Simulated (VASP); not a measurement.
# Be (Fd-3m) in VASP: notebook

Runs on Be. Level: PBE. Tasks: single point.

Program: VASP 6.6.1. These are calculated values, not measurements. Logs are shortened: lines on timing, memory, paths and dates and some standing lists are left out, and cuts for length are marked.

## 1. The cell of the first run

The structure is cubic, space group Fd-3m (No. 227). Conventional cell: a = 4.026 Å, b = 4.026 Å, c = 4.026 Å, α = 90.00°, β = 90.00°, γ = 90.00°. Within 2.3 Å of Be (site symmetry -43m) lie 4 Be at 1.74 Å.

## 2. Single point, PBE

Contents of INCAR:

```
SYSTEM = Be
PREC = Accurate ; ENCUT = 520
EDIFF = 1E-6 ; ISMEAR = -1
SIGMA = 0.05 ; LREAL = .False.
LASPH = .True. ; NELM = 100
ALGO = Normal ; ISIF = 2
LWAVE = .False. ; LCHARG = .False.
GGA = PE ; NBANDS = 9
```

Contents of KPOINTS:

```
Automatic mesh
0
Gamma
  17 17 17
  0 0 0
```

Contents of POSCAR:

```
Be
1.0
    0.0000000000      2.0127539162      2.0127539162
    2.0127539162      0.0000000000      2.0127539162
    2.0127539162      2.0127539162      0.0000000000
Be
2
Direct
   -0.1250000000     -0.1250000000     -0.1250000000
    0.1250000000      0.1250000000      0.1250000000
```

Potentials or basis: VASP PAW PBE potentials, release 64 (Be).

Started as:

```console
> cat potpaw_PBE.64/Be/POTCAR > POTCAR
> mpirun -np 1 vasp_std > vasp.out
```

OUTCAR:

```text
SYSTEM = Be
   PREC = Accurate
   ENCUT = 520
   EDIFF = 1E-6
   ISMEAR = -1
   LREAL = .False.
   LASPH = .True.
   NELM = 100
   ISIF = 2
   GGA = PE

 ion  position               nearest neighbor table
   1  0.875  0.875  0.875-   2 1.74   2 1.74   2 1.74   2 1.74
   2  0.125  0.125  0.125-   1 1.74   1 1.74   1 1.74   1 1.74

  LATTYP: Found a face centered cubic cell.
 ALAT       =     4.0255078324

  Lattice vectors:

 A1 = (   0.0000000000,   2.0127539162,   2.0127539162)
 A2 = (   2.0127539162,   0.0000000000,   2.0127539162)
 A3 = (   2.0127539162,   2.0127539162,   0.0000000000)

Analysis of symmetry for initial positions (statically):
=====================================================================
 Subroutine PRICEL returns:
 Original cell was already a primitive cell.

 Routine SETGRP: Setting up the symmetry group for a
 face centered cubic supercell.

 Subroutine GETGRP returns: Found 48 space group operations
 (whereof 12 operations were pure point group operations)
 out of a pool of 48 trial point group operations.

The static configuration has the point symmetry D_3d.
 The point group associated with its full space group is O_h .

Analysis of symmetry for dynamics (positions and initial velocities):
=====================================================================
 Subroutine PRICEL returns:
 Original cell was already a primitive cell.

 Routine SETGRP: Setting up the symmetry group for a
 face centered cubic supercell.

 Subroutine GETGRP returns: Found 48 space group operations
 (whereof 12 operations were pure point group operations)
 out of a pool of 48 trial point group operations.

The dynamic configuration has the point symmetry D_3d.
 The point group associated with its full space group is O_h .

 Subroutine INISYM returns: Found 48 space group operations
 (whereof 12 operations are pure point group operations),
 and found     1 'primitive' translations

----------------------------------------------------------------------------------------

                                     Primitive cell

  volume of cell :      16.3081

  direct lattice vectors                    reciprocal lattice vectors
     0.000000000  2.012753916  2.012753916    -0.248415862  0.248415862  0.248415862
     2.012753916  0.000000000  2.012753916     0.248415862 -0.248415862  0.248415862
     2.012753916  2.012753916  0.000000000     0.248415862  0.248415862 -0.248415862

  length of vectors
     2.846463886  2.846463886  2.846463886     0.430268895  0.430268895  0.430268895

  position of ions in fractional coordinates (direct lattice)
     0.875000000  0.875000000  0.875000000
     0.125000000  0.125000000  0.125000000

  ion indices of the primitive-cell ions
   primitive index   ion index
                 1           1
                 2           2

----------------------------------------------------------------------------------------

 KPOINTS: Automatic mesh

Automatic generation of k-mesh.
 Grid dimensions read from file:
 generate k-points for:   17   17   17

 Generating k-lattice:

  Cartesian coordinates                     Fractional coordinates (reciprocal lattice)
    -0.014612698  0.014612698  0.014612698     0.058823529  0.000000000  0.000000000
     0.014612698 -0.014612698  0.014612698     0.000000000  0.058823529  0.000000000
     0.014612698  0.014612698 -0.014612698     0.000000000  0.000000000  0.058823529

  Length of vectors
     0.025309935  0.025309935  0.025309935

  Shift w.r.t. Gamma in fractional coordinates (k-lattice)
     0.000000000  0.000000000  0.000000000

 Subroutine IBZKPT returns following result:
 ===========================================

 Found    165 irreducible k-points:

 Following reciprocal coordinates:
            Coordinates               Weight
  0.000000  0.000000  0.000000      1.000000
  0.058824  0.000000  0.000000      8.000000
  0.117647  0.000000  0.000000      8.000000
  0.176471  0.000000  0.000000      8.000000
  0.235294  0.000000  0.000000      8.000000
  0.294118  0.000000  0.000000      8.000000
[... 16 lines left out ...]
 -0.176471  0.058824  0.000000     24.000000
 -0.117647  0.058824  0.000000     24.000000
 [... further k-points ...]
   k-points           NKPTS =    165   k-points in BZ     NKDIM =    165   number of bands    NBANDS=      9
   number of dos      NEDOS =    301   number of ions     NIONS =      2
   total plane-waves  NPLWV =  13824
   dimension x,y,z NGX =    24 NGY =   24 NGZ =   24
   dimension x,y,z NGXF=    48 NGYF=   48 NGZF=   48
   ions per type =               2
   NGX,Y,Z   is equivalent  to a cutoff of  14.02, 14.02, 14.02 a.u.
   NGXF,Y,Z  is equivalent  to a cutoff of  28.03, 28.03, 28.03 a.u.
 SYSTEM =  Be
   PREC   = accura    normal or accurate (medium, high low for compatibility)
   ISTART =      0    job   : 0-new  1-cont  2-samecut
   ICHARG =      2    charge: 1-file 2-atom 10-const
   ISPIN  =      1    spin polarized calculation?
   LNONCOLLINEAR =      F non collinear calculations
   LSORBIT =      F    spin-orbit coupling
   LASPH  =      T    aspherical Exc in radial PAW
   ENCUT  =  520.0 eV  38.22 Ry    6.18 a.u.   5.29  5.29  5.29*2*pi/ulx,y,z
   NELM   =    100;   NELMIN=  2; NELMDL= -5     # of ELM steps
   EDIFF  = 0.1E-05   stopping-criterion for ELM
   LREAL  =      F    real-space projection
[... 7 lines left out ...]
   TEBEG  =    0.0;   TEEND  =   0.0 temperature during run
   PSTRESS=    0.0 pullay stress
   NELECT =       4.0000    total number of electrons
   NUPDOWN=      -1.0000    fix difference up-down
   EMIN   =  10.00;   EMAX   =-10.00  energy-range for DOS
   EFERMI =   0.00;   METHOD = LEGACY
   ISMEAR =    -1;   SIGMA  =   0.05  broadening in eV -4-tet -1-fermi 0-gaus
   EFERMI_NEDOS =   21; number of points for ismear=-14 and -15
   IALGO  =     38    algorithm
   IMIX   =      4    mixing-type and parameters
     AMIX     =   0.40;   BMIX     =  1.00
     AMIX_MAG =   1.60;   BMIX_MAG =  1.00
  volume/ion in A,a.u.               =       8.15        55.03
  Fermi-wavevector in a.u.,A,eV,Ry     =   1.024773  1.936539 14.288278  1.050159
  Thomas-Fermi vector in A             =   2.158577
   LORBIT       =      0    0 simple, 1 ext, 2 COOP (PROOUT), +10 PAW based schemes
   GGA     = PE    functional components
[... 5 lines left out ...]
 non-spin polarized calculation
  energy-cutoff  :      520.00
  volume of cell :       16.31
 maximum number of plane-waves:       459
 NGX is ok and might be reduce to    24
   NGX = 11   NGY = 11   NGZ = 11

 number of electron       4.0000000 magnetization

 Free energy of the ion-electron system (eV)
  ---------------------------------------------------
  ext. energy  EPLUGINS =         0.00000000
  ---------------------------------------------------
  free energy    TOTEN  =        -2.43499536 eV

  energy without entropy =       -2.42907171  energy(sigma->0) =       -2.43203354

 E-fermi :   5.7668     XC(G=0): -10.4057

 val. band max:        5.7653082441   @ k =  -0.4706   0.2941   0.0000
 cond. band min:       5.8212513181   @ k =  -0.4118   0.4118   0.1765
 fundamental gap:      0.0559430740
 Fermi energy:         5.7667584801

 k-point     1 :       0.0000    0.0000    0.0000
  band No.  band energies     occupation
      1      -4.3213      2.00000
      2      12.9266      0.00000
      3      12.9266      0.00000
      4      12.9266      0.00000
      5      16.0336      0.00000
      6      16.0336      0.00000
      7      16.0336      0.00000
      8      27.7617      0.00000
      9      28.1843      0.00000

 k-point     2 :       0.0588    0.0000    0.0000
  band No.  band energies     occupation
      1      -4.2521      2.00000
      2      12.1320      0.00000
      3      12.6948      0.00000
      4      12.6948      0.00000
      5      16.3290      0.00000
      6      16.3290      0.00000
      7      16.7609      0.00000
      8      26.6903      0.00000
      9      27.0704      0.00000

 k-point     3 :       0.1176    0.0000    0.0000
  band No.  band energies     occupation
      1      -4.0450      2.00000
      2      10.6211      0.00000
      3      12.1912      0.00000
      4      12.1912      0.00000
      5      16.9806      0.00000
      6      16.9806      0.00000
      7      18.0671      0.00000
      8      25.4226      0.00000
      9      25.8022      0.00000

 k-point     4 :       0.1765    0.0000    0.0000
  band No.  band energies     occupation
      1      -3.7010      2.00000
      2       8.9732      0.00000
      3      11.6469      0.00000
      4      11.6469      0.00000
      5      17.6194      0.00000
      6      17.6194      0.00000
      7      19.3656      0.00000
      8      24.3678      0.00000
      9      25.0872      0.00000

 k-point     5 :       0.2353    0.0000    0.0000
  band No.  band energies     occupation
      1      -3.2227      2.00000
      2       7.3311      0.00000
      3      11.1595      0.00000
      4      11.1595      0.00000
      5      17.9580      0.00000
      6      17.9580      0.00000
      7      20.5052      0.00000
      8      23.5375      0.00000
      9      25.1287      0.00000

 k-point     6 :       0.2941    0.0000    0.0000
  band No.  band energies     occupation
      1      -2.6148      2.00000
      2       5.7537      1.12975
      3      10.7629      0.00000
      4      10.7629      0.00000
      5      17.9212      0.00000
      6      17.9212      0.00000
      7      21.4134      0.00000
      8      22.9336      0.00000
      9      25.9687      0.00000
[... 169 lines left out ...]
 k-point    21 :      -0.2941    0.0588    0.0000
  band No.  band energies     occupation
      1      -2.3217      2.00000
      2       5.2950      1.99984
      3       9.8858      0.00000
      4      10.9872      0.00000
      5      17.6434      0.00000
      6      18.1803      0.00000
      7      21.6488      0.00000
      8      23.0836      0.00000
      9      25.2074      0.00000

 k-point    22 :      -0.2353    0.0588    0.0000
  band No.  band energies     occupation
      1      -2.9715      2.00000
      2       6.8327      0.00000
      3      10.1503      0.00000
      4      11.4727      0.00000
      5      17.6091      0.00000
      6      18.5449      0.00000
      7      20.8370      0.00000
      8      23.2072      0.00000
      9      24.1807      0.00000

 k-point    23 :      -0.1765    0.0588    0.0000
  band No.  band energies     occupation
      1      -3.4943      2.00000
      2       8.4417      0.00000
      3      10.5380      0.00000
      4      12.0007      0.00000
      5      17.2791      0.00000
      6      18.5505      0.00000
      7      19.8264      0.00000
      8      23.4435      0.00000
      9      23.9252      0.00000

 k-point    24 :      -0.1176    0.0588    0.0000
  band No.  band energies     occupation
      1      -3.8838      2.00000
      2      10.0662      0.00000
      3      11.0350      0.00000
      4      12.5039      0.00000
      5      16.7176      0.00000
      6      18.0700      0.00000
      7      18.6496      0.00000
      8      24.1174      0.00000
      9      24.4449      0.00000

 [... further k-points ...]
[... 5 lines left out ...]
  --------------------------------------------------------------------------------------
  -------------------------------------------------------------------------------------
  Total        7.0475348      7.0475348      7.0475348      0.0000000     -0.0000000     -0.0000000
  in kB      692.3820143    692.3820143    692.3820143      0.0000000     -0.0000000     -0.0000000
  external PRESSURE =     692.3820143 kB  Pullay stress =       0.0000000 kB

 VOLUME and BASIS-vectors are now :
 -----------------------------------------------------------------------------
  energy-cutoff  :      520.00
  volume of cell :       16.31
      direct lattice vectors                 reciprocal lattice vectors
     0.000000000  2.012753916  2.012753916    -0.248415862  0.248415862  0.248415862
     2.012753916  0.000000000  2.012753916     0.248415862 -0.248415862  0.248415862
     2.012753916  2.012753916  0.000000000     0.248415862  0.248415862 -0.248415862

 POSITION                                       TOTAL-FORCE (eV/Angst)
 -----------------------------------------------------------------------------------
      3.52232      3.52232      3.52232         0.000000      0.000000      0.000000
      0.50319      0.50319      0.50319        -0.000000     -0.000000     -0.000000
 -----------------------------------------------------------------------------------
    total drift:                                0.000000      0.000000     -0.000000

  FREE ENERGIE OF THE ION-ELECTRON SYSTEM (eV)
  ---------------------------------------------------
  free  energy   TOTEN  =        -2.4349953639 eV

  energy  without entropy=       -2.4290717131  energy(sigma->0) =       -2.43203354
```

It took 6.5 s on 1 thread of Intel Xeon 6975P-C (Granite Rapids), shared host; peak memory 0.14 GiB.

What came out:

* Free energy: -2.4350 eV
* Pressure: 69.2 GPa
* Band gap on the k mesh: zero (band 2 reaches 12.93 eV, above the bottom of band 3 at 3.98 eV)

Levels at points of the mesh, in eV from the Fermi level:
```
           k point  band 1  band 2  band 3  band 4  band 5  band 6  band 7
(0.00, 0.00, 0.00)  -10.09    7.16    7.16    7.16   10.27   10.27   10.27
```

## 3. Single point, PBE

Contents of INCAR:

```
  PREC = Accurate
  ENCUT = 520
  EDIFF = 1E-6
  ISMEAR = -1
  SIGMA = 0.05
  LREAL = False
  LASPH = True
  NELM = 80
  ALGO = Normal
  ISIF = 2
  LWAVE = False
  LCHARG = False
  GGA = PE
  NBANDS = 9
```

Contents of KPOINTS:

```
regular mesh
0
Gamma
  17 17 17
```

Contents of POSCAR:

```
Be
1.0
    0.0000000000      2.0126049596      2.0126049596
    2.0126049596      0.0000000000      2.0126049596
    2.0126049596      2.0126049596      0.0000000000
Be
2
Direct
   -0.1250000000     -0.1250000000     -0.1250000000
    0.1250000000      0.1250000000      0.1250000000
```

Potentials or basis: VASP PAW PBE potentials, release 64 (Be).

Started as:

```console
> cat potpaw_PBE.64/Be/POTCAR > POTCAR
> mpirun -np 1 vasp_std > vasp.out
```

It took 6.6 s on 1 thread of Intel Xeon 6975P-C (Granite Rapids), shared host; peak memory 0.14 GiB.

It converged, with:

```
Free energy            : -2.4334 eV
Pressure               : 69.3 GPa
Band gap on the k mesh : zero (band 2 reaches 12.93 eV, above the bottom of band 3 at 3.99 eV)
```

Levels at points of the mesh, in eV from the Fermi level:
```tsv
k point	band 1	band 2	band 3	band 4	band 5	band 6	band 7
(0.00, 0.00, 0.00)	-10.09	7.16	7.16	7.16	10.27	10.27	10.27
```
